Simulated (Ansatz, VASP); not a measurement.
P: VASP beside Ansatz

The input INCAR:

```
ALGO = Normal
DIPOL = 0.5 0.5 0.500
EDIFF = 1E-7
ENCUT = 520
GGA = PE
IDIPOL = 3
ISIF = 2
ISMEAR = 0
IVDW = 12
LASPH = T
LCHARG = F
LDIPOL = T
LREAL = F
LWAVE = F
NBANDS = 12
NELM = 80
PREC = Accurate
SIGMA = 0.02
```

File KPOINTS:

```
k-points
0
Gamma
  9 9 1
```

File POSCAR:

```
P
1.0
    3.1980000000      0.0000000000      0.0000000000
   -1.5990000000      2.7695492413      0.0000000000
    0.0000000000      0.0000000000     28.0000000000
P
2
Direct
    0.3333333333      0.6666666667      0.5047678571
    0.6666666667      0.3333333333      0.4952321429
```

Input for Ansatz:

```yaml
crystal:
  lattice:
    - [3.198, 0.0, 0.0]
    - [-1.599, 2.7695492413, 0.0]
    - [0.0, 0.0, 28.0]
  atoms:
    - { symbol: P, position: [0.3333333333, 0.6666666667, 0.5047678571] }
    - { symbol: P, position: [0.6666666667, 0.3333333333, 0.4952321429] }
  periodic: [true, true, false]
basis:
  ecutwfc: 420
kpoints:
  mp_grid: { grid: [9, 9, 1] }
hamiltonian:
  xc: pbe
  dispersion: d3bj
scf:
  occupations: { method: gaussian, width: 0.02 }
output:
  forces: true
  stress: true
  eigenvalues: true
  write_density: true
  write_potential: true
  elf: true
  volumetric_format: npy
```

Alike in both runs: task single point; functional PBE; dispersion D3(BJ); k mesh 9 × 9 × 1; occupations gaussian, width 0.02 eV; no spin polarisation.

```csv
,VASP,Ansatz
version,VASP 6.6.1,Ansatz 0.2.0
potentials or method,"VASP PAW PBE potentials, release 64 (P), cutoff 520 eV","scalar-relativistic, plane waves, PAW"
valence electrons in the cell,10,10
```

VASP gave:

| Item | Value |
| --- | --- |
| gap on the k mesh at the Fermi level (eV) | none |
| rms of the force components (eV/Å) | 1.709 |

Q: Which values does Ansatz return?

A: gap on the k mesh at the Fermi level (eV): none; rms of the force components (eV/Å): 1.734.

Atom by atom the forces differ by 0.025 eV/Å (rms over components). A gap of «none» marks a metal or a gap that the smearing closes. Ansatz's warnings: xc potential rough in thin density.
